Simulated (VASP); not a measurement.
A run of VASP 6.6.1:

Contents of INCAR:

```
SYSTEM = Ta3N
PREC = Accurate
ENCUT = 520
EDIFF = 1E-7
ISMEAR = 0
SIGMA = 0.1
LREAL = .FALSE.
LASPH = .TRUE.
NELM = 60
ALGO = Normal
ISIF = 2
LWAVE = .FALSE.
LCHARG = .FALSE.
GGA = PE
NBANDS = 27
```

Contents of KPOINTS:

```
regular mesh
0
G
  6 6 4
  0 0 0
```

POSCAR

```
Ta3N
1.0
    5.3356437882      0.0000000035      0.0000000000
   -2.6678218971      4.6208030644      0.0000000000
    0.0000000000      0.0000000000      2.9223652142
Ta N
3 1
Direct
    0.6384299545      0.0000000000      0.5000000000
    0.0000000000      0.6384299545      0.5000000000
    0.3615700455      0.3615700455      0.5000000000
    0.0000000000      0.0000000000      0.5000000000
```

Potentials or basis: VASP PAW PBE potentials, release 64 (Ta_pv, N).

Launch:

```console
$ cat potpaw_PBE.64/Ta_pv/POTCAR potpaw_PBE.64/N/POTCAR > POTCAR
$ mpirun -np 1 vasp_std > vasp.out
```

Hardware: 1 thread of Intel Xeon 8259CL, on a shared host.

**Question.** Estimate the wall time of this run.

**Answer.** Run time: 48 s on 1 thread of Intel Xeon 8259CL, on a shared host, peak memory 0.2 GiB. Counts: scf iterations 15, k points 21.
